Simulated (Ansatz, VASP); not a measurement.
**Gd in VASP and in Ansatz**

The input INCAR:

```
  PREC = Accurate
  ENCUT = 520
  EDIFF = 1E-7
  ISMEAR = -1
  SIGMA = 0.05
  LREAL = False
  LASPH = True
  NELM = 150
  ALGO = Fast
  ISIF = 2
  LWAVE = False
  LCHARG = False
  ISPIN = 2
  MAGMOM = 7
  LORBIT = 11
  LMAXMIX = 6
  GGA = CA
  NBANDS = 19
```

Contents of KPOINTS:

```
regular mesh
0
Gamma
  9 9 9
```

POSCAR

```
Gd
1.0
   -2.0250000000      2.0250000000      2.0250000000
    2.0250000000     -2.0250000000      2.0250000000
    2.0250000000      2.0250000000     -2.0250000000
Gd
1
Direct
    0.0000000000      0.0000000000      0.0000000000
```

The input input.yaml:

```yaml
crystal:
  lattice:
    - [-2.025, 2.025, 2.025]
    - [2.025, -2.025, 2.025]
    - [2.025, 2.025, -2.025]
  atoms:
    - { symbol: Gd, position: [0.0, 0.0, 0.0], spin: 7.0 }
kpoints:
  mp_grid: { grid: [9, 9, 9] }
  band_path:
    path:
      - [0.0, 0.0, 0.0]
      - [0.5, -0.5, 0.5]
      - [0.0, 0.0, 0.5]
      - [0.0, 0.0, 0.0]
      - [0.25, 0.25, 0.25]
      - [0.5, -0.5, 0.5]
    npoints: 12
scf:
  occupations: { method: fermi_dirac, width: 0.05 }
hamiltonian:
  xc: lda
  pseudopotentials: { kind: all_electron, lapw: { basis_error: 0.001 } }
magnetization:
  spin_polarized: true
output:
  forces: true
  stress: true
  eigenvalues: true
```

Alike in both runs: functional LDA; k mesh 9 × 9 × 9; occupations fermi-dirac, width 0.05 eV; collinear spin.

```csv
,VASP,Ansatz
version,VASP 6.6.1,Ansatz 0.2.0
potentials or method,"VASP PAW PBE potentials, release 64 (Gd), cutoff 520 eV","all-electron LAPW, scalar-relativistic"
task,single point,band structure
```

|  | VASP | Ansatz | Ansatz less VASP |
| --- | --- | --- | --- |
| gap on the k mesh at the Fermi level (eV) | none | none | - |
| pressure (GPa) | -4.0 | -4.2 | -0.16 |
| net moment per atom (μB) | 7.45 | 7.53 | +0.080 |
| size of the moment on the site where the two differ most (μB) | 6.93 | 7.37 | +0.449 |

VASP's potentials were made for PBE, not for LDA. LDA's correlation is that of Perdew and Zunger in VASP and of Perdew and Wang (1992) in Ansatz. Site moments also hang on the region over which each program counts them. A gap of «none» marks a metal or a gap that the smearing closes. Ansatz ran all-electron here, and VASP with PAW potentials.

Spin-orbit coupling is off throughout. Noted on Ansatz's run: the open f shell may have settled in a state that isn't the lowest.
